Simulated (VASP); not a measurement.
# TiAl (Pm-3m) in VASP: single point with LDA

Aim: the single point of TiAl with LDA.

Everything below comes from runs of VASP 6.6.1. Logs are shortened: lines on timing, memory, paths and dates and some standing lists are left out, and cuts for length are marked.

## Step 1: The cell of the first run

The structure is cubic, space group Pm-3m (No. 221). The conventional cell has a = 2.925 Å, b = 2.925 Å, c = 2.925 Å, α = 90.00°, β = 90.00°, γ = 90.00°. Within 3.3 Å of Ti (site symmetry m-3m) lie 8 Al at 2.53 Å and 6 Ti at 2.92 Å. Within 3.3 Å of Al (site symmetry m-3m) lie 8 Ti at 2.53 Å and 6 Al at 2.92 Å.

## Step 2: Single point, LDA

File INCAR:

```
SYSTEM = TiAl
PREC = Accurate
ENCUT = 500
EDIFF = 1E-6
ISMEAR = -4
SIGMA = 0.15
LREAL = .False.
LASPH = .True.
NELM = 120
ALGO = Normal
ISIF = 2
LWAVE = .False.
LCHARG = .False.
GGA = CA
NBANDS = 14
GGA_COMPAT = .False.
```

File KPOINTS:

```
Automatic mesh
0
Gamma
  20 20 20
  0 0 0
```

File POSCAR:

```
TiAl
1.0
    2.9247388800      0.0000000000      0.0000000000
    0.0000000000      2.9247388800      0.0000000000
    0.0000000000      0.0000000000      2.9247388800
Ti Al
1 1
Direct
    0.0000000000      0.0000000000      0.0000000000
    0.5000000000      0.5000000000      0.5000000000
```

Potentials or basis: VASP PAW LDA potentials, release 64 (Ti_sv, Al).

Started as:

```console
$ cat potpaw_LDA.64/Ti_sv/POTCAR potpaw_LDA.64/Al/POTCAR > POTCAR
$ mpirun -np 1 vasp_std > vasp.out
```

OUTCAR:

```text
SYSTEM = TiAl
   PREC = Accurate
   ENCUT = 500
   EDIFF = 1E-6
   ISMEAR = -4
   LREAL = .False.
   LASPH = .True.
   NELM = 120
   ISIF = 2
   GGA = CA

 ion  position               nearest neighbor table
   1  0.000  0.000  0.000-   2 2.53   2 2.53   2 2.53   2 2.53   2 2.53   2 2.53   2 2.53   2 2.53

   2  0.500  0.500  0.500-   1 2.53   1 2.53   1 2.53   1 2.53   1 2.53   1 2.53   1 2.53   1 2.53

  LATTYP: Found a simple cubic cell.
 ALAT       =     2.9247388800

  Lattice vectors:

 A1 = (   2.9247388800,   0.0000000000,   0.0000000000)
 A2 = (   0.0000000000,   2.9247388800,   0.0000000000)
 A3 = (   0.0000000000,   0.0000000000,   2.9247388800)

Analysis of symmetry for initial positions (statically):
=====================================================================
 Subroutine PRICEL returns:
 Original cell was already a primitive cell.

 Routine SETGRP: Setting up the symmetry group for a
 simple cubic supercell.

 Subroutine GETGRP returns: Found 48 space group operations
 (whereof 48 operations were pure point group operations)
 out of a pool of 48 trial point group operations.

The static configuration has the point symmetry O_h .

Analysis of symmetry for dynamics (positions and initial velocities):
=====================================================================
 Subroutine PRICEL returns:
 Original cell was already a primitive cell.

 Routine SETGRP: Setting up the symmetry group for a
 simple cubic supercell.

 Subroutine GETGRP returns: Found 48 space group operations
 (whereof 48 operations were pure point group operations)
 out of a pool of 48 trial point group operations.

The dynamic configuration has the point symmetry O_h .

 Subroutine INISYM returns: Found 48 space group operations
 (whereof 48 operations are pure point group operations),
 and found     1 'primitive' translations

----------------------------------------------------------------------------------------

                                     Primitive cell

  volume of cell :      25.0185

  direct lattice vectors                    reciprocal lattice vectors
     2.924738880  0.000000000  0.000000000     0.341910865  0.000000000  0.000000000
     0.000000000  2.924738880  0.000000000     0.000000000  0.341910865  0.000000000
     0.000000000  0.000000000  2.924738880     0.000000000  0.000000000  0.341910865

  length of vectors
     2.924738880  2.924738880  2.924738880     0.341910865  0.341910865  0.341910865

  position of ions in fractional coordinates (direct lattice)
     0.000000000  0.000000000  0.000000000
     0.500000000  0.500000000  0.500000000

  ion indices of the primitive-cell ions
   primitive index   ion index
                 1           1
                 2           2

----------------------------------------------------------------------------------------

 KPOINTS: Automatic mesh

Automatic generation of k-mesh.
 Grid dimensions read from file:
 generate k-points for:   20   20   20

 Generating k-lattice:

  Cartesian coordinates                     Fractional coordinates (reciprocal lattice)
     0.017095543  0.000000000  0.000000000     0.050000000  0.000000000  0.000000000
     0.000000000  0.017095543  0.000000000     0.000000000  0.050000000  0.000000000
     0.000000000  0.000000000  0.017095543     0.000000000  0.000000000  0.050000000

  Length of vectors
     0.017095543  0.017095543  0.017095543

  Shift w.r.t. Gamma in fractional coordinates (k-lattice)
     0.000000000  0.000000000  0.000000000

 TETIRR: Found   3982 inequivalent tetrahedra from    48000

 Subroutine IBZKPT returns following result:
 ===========================================

 Found    286 irreducible k-points:

 Following reciprocal coordinates:
            Coordinates               Weight
  0.000000  0.000000  0.000000      1.000000
  0.050000  0.000000  0.000000      6.000000
  0.100000  0.000000  0.000000      6.000000
  0.150000  0.000000  0.000000      6.000000
  0.200000  0.000000  0.000000      6.000000
  0.250000  0.000000  0.000000      6.000000
[... 16 lines left out ...]
  0.150000  0.100000  0.000000     24.000000
  0.200000  0.100000  0.000000     24.000000
 [... further k-points ...]
   k-points           NKPTS =    286   k-points in BZ     NKDIM =    286   number of bands    NBANDS=     14
   number of dos      NEDOS =    301   number of ions     NIONS =      2
   total plane-waves  NPLWV =  13824
   dimension x,y,z NGX =    24 NGY =   24 NGZ =   24
   dimension x,y,z NGXF=    48 NGYF=   48 NGZF=   48
   ions per type =               1   1
   NGX,Y,Z   is equivalent  to a cutoff of  13.64, 13.64, 13.64 a.u.
   NGXF,Y,Z  is equivalent  to a cutoff of  27.28, 27.28, 27.28 a.u.
 SYSTEM =  TiAl
   PREC   = accura    normal or accurate (medium, high low for compatibility)
   ISTART =      0    job   : 0-new  1-cont  2-samecut
   ICHARG =      2    charge: 1-file 2-atom 10-const
   ISPIN  =      1    spin polarized calculation?
   LNONCOLLINEAR =      F non collinear calculations
   LSORBIT =      F    spin-orbit coupling
   LASPH  =      T    aspherical Exc in radial PAW
   ENCUT  =  500.0 eV  36.75 Ry    6.06 a.u.   5.33  5.33  5.33*2*pi/ulx,y,z
   NELM   =    120;   NELMIN=  2; NELMDL= -5     # of ELM steps
   EDIFF  = 0.1E-05   stopping-criterion for ELM
   LREAL  =      F    real-space projection
[... 7 lines left out ...]
   TEBEG  =    0.0;   TEEND  =   0.0 temperature during run
   PSTRESS=    0.0 pullay stress
   NELECT =      15.0000    total number of electrons
   NUPDOWN=      -1.0000    fix difference up-down
   EMIN   =  10.00;   EMAX   =-10.00  energy-range for DOS
   EFERMI =   0.00;   METHOD = LEGACY
   ISMEAR =    -4;   SIGMA  =   0.15  broadening in eV -4-tet -1-fermi 0-gaus
   EFERMI_NEDOS =   21; number of points for ismear=-14 and -15
   IALGO  =     38    algorithm
   IMIX   =      4    mixing-type and parameters
     AMIX     =   0.40;   BMIX     =  1.00
     AMIX_MAG =   1.60;   BMIX_MAG =  1.00
  volume/ion in A,a.u.               =      12.51        84.42
  Fermi-wavevector in a.u.,A,eV,Ry     =   1.380442  2.608657 25.927534  1.905620
  Thomas-Fermi vector in A             =   2.505319
   LORBIT       =      0    0 simple, 1 ext, 2 COOP (PROOUT), +10 PAW based schemes
   GGA     = CA    functional components
   LHFCALC =     F    Hartree Fock is set to
   AEXX    =    0.0000 exact exchange contribution
   IVDW    =     0    specifies the selected vdW correction
   LEPSILON=     F    determine dielectric tensor
   LRPA    =     F    only Hartree local field effects (RPA)
 non-spin polarized calculation
 Fermi weights with tetrahedron method witout Bloechl corrections
  energy-cutoff  :      500.00
  volume of cell :       25.02
 maximum number of plane-waves:       655
 NGX is ok and might be reduce to    24
   NGX = 11   NGY = 11   NGZ = 11

 number of electron      15.0000005 magnetization

 Free energy of the ion-electron system (eV)
  ---------------------------------------------------
  ext. energy  EPLUGINS =         0.00000000
  ---------------------------------------------------
  free energy    TOTEN  =       -12.75125477 eV

  energy without entropy =      -12.75125477  energy(sigma->0) =      -12.75125477

 E-fermi :  11.4295     XC(G=0): -12.4518

 val. band max:       11.4521799757   @ k =   0.5000   0.2500   0.2000
 cond. band min:      11.3791343604   @ k =   0.2500   0.2500   0.2500
 fundamental gap:     -0.0730456153
 Fermi energy:        11.4294945374

 k-point     1 :       0.0000    0.0000    0.0000
  band No.  band energies     occupation
      1     -44.2714      2.00000
      2     -20.8080      2.00000
      3     -20.8080      2.00000
      4     -20.8080      2.00000
      5       1.1700      2.00000
      6       9.3119      2.00000
      7       9.3119      2.00000
      8      13.7998      0.00000
      9      13.7998      0.00000
     10      13.7998      0.00000
     11      17.2668      0.00000
     12      17.2668      0.00000
     13      17.2668      0.00000
     14      21.8699      0.00000

 k-point     2 :       0.0500    0.0000    0.0000
  band No.  band energies     occupation
      1     -44.2703      2.00000
      2     -20.8190      2.00000
      3     -20.8070      2.00000
      4     -20.8070      2.00000
      5       1.2201      2.00000
      6       9.3055      2.00000
      7       9.3362      2.00000
      8      13.7049      0.00000
      9      13.7049      0.00000
     10      13.8071      0.00000
     11      17.0696      0.00000
     12      17.3906      0.00000
     13      17.3906      0.00000
     14      21.7748      0.00000

 k-point     3 :       0.1000    0.0000    0.0000
  band No.  band energies     occupation
      1     -44.2669      2.00000
      2     -20.8507      2.00000
      3     -20.8043      2.00000
      4     -20.8043      2.00000
      5       1.3693      2.00000
      6       9.2750      2.00000
      7       9.4080      2.00000
      8      13.4579      0.00000
      9      13.4580      0.00000
     10      13.8283      0.00000
     11      16.5989      0.00000
     12      17.7249      0.00000
     13      17.7249      0.00000
     14      21.5021      0.00000
[... 324 lines left out ...]
 k-point    23 :       0.1500    0.1000    0.0000
  band No.  band energies     occupation
      1     -44.2572      2.00000
      2     -20.8959      2.00000
      3     -20.8416      2.00000
      4     -20.7963      2.00000
      5       1.8057      2.00000
      6       9.2774      2.00000
      7       9.5112      2.00000
      8      12.7494      0.00000
      9      13.1230      0.00000
     10      13.6115      0.00000
     11      16.3718      0.00000
     12      17.5243      0.00000
     13      18.6033      0.00000
     14      21.4267      0.00000

 k-point    24 :       0.2000    0.1000    0.0000
  band No.  band energies     occupation
      1     -44.2506      2.00000
      2     -20.9567      2.00000
      3     -20.8359      2.00000
      4     -20.7909      2.00000
      5       2.1349      2.00000
      6       9.0993      2.00000
      7       9.6575      2.00000
      8      12.4157      0.00000
      9      12.8036      0.00000
     10      13.6447      0.00000
     11      15.9014      0.00000
     12      17.9753      0.00000
     13      19.1434      0.00000
     14      21.0326      0.00000

 [... further k-points ...]

------------------------ aborting loop because EDIFF is reached ----------------------------------------

  FORCE on cell =-STRESS in cart. coord.  units (eV):
  Direction    XX          YY          ZZ          XY          YZ          ZX
  --------------------------------------------------------------------------------------
  -------------------------------------------------------------------------------------
  Total        5.7385333      5.7385333      5.7385333     -0.0000000      0.0000000     -0.0000000
  in kB      367.4939491    367.4939491    367.4939491     -0.0000000      0.0000000     -0.0000000
  external PRESSURE =     367.4939491 kB  Pullay stress =       0.0000000 kB

 VOLUME and BASIS-vectors are now :
 -----------------------------------------------------------------------------
  energy-cutoff  :      500.00
  volume of cell :       25.02
      direct lattice vectors                 reciprocal lattice vectors
     2.924738880  0.000000000  0.000000000     0.341910865  0.000000000  0.000000000
     0.000000000  2.924738880  0.000000000     0.000000000  0.341910865  0.000000000
     0.000000000  0.000000000  2.924738880     0.000000000  0.000000000  0.341910865

 POSITION                                       TOTAL-FORCE (eV/Angst)
 -----------------------------------------------------------------------------------
      0.00000      0.00000      0.00000         0.000000      0.000000      0.000000
      1.46237      1.46237      1.46237         0.000000      0.000000      0.000000
 -----------------------------------------------------------------------------------
    total drift:                                0.000000      0.000000      0.000000

  FREE ENERGIE OF THE ION-ELECTRON SYSTEM (eV)
  ---------------------------------------------------
  free  energy   TOTEN  =       -12.7512547676 eV

  energy  without entropy=      -12.7512547676  energy(sigma->0) =      -12.75125477
```

Run time: 58 s. Hardware: 1 thread of Intel Xeon Platinum 8375C at 2.90GHz (Ice Lake), shared host; peak memory 0.21 GiB.

What came out:

- Free energy: -12.7513 eV
- Pressure: 36.7 GPa
- Band gap on the k mesh: zero (an odd number of electrons rules out a gap without spin polarisation)

Caveat: the cell stands under pressure; tetrahedron occupations give inexact forces and stress in metals.
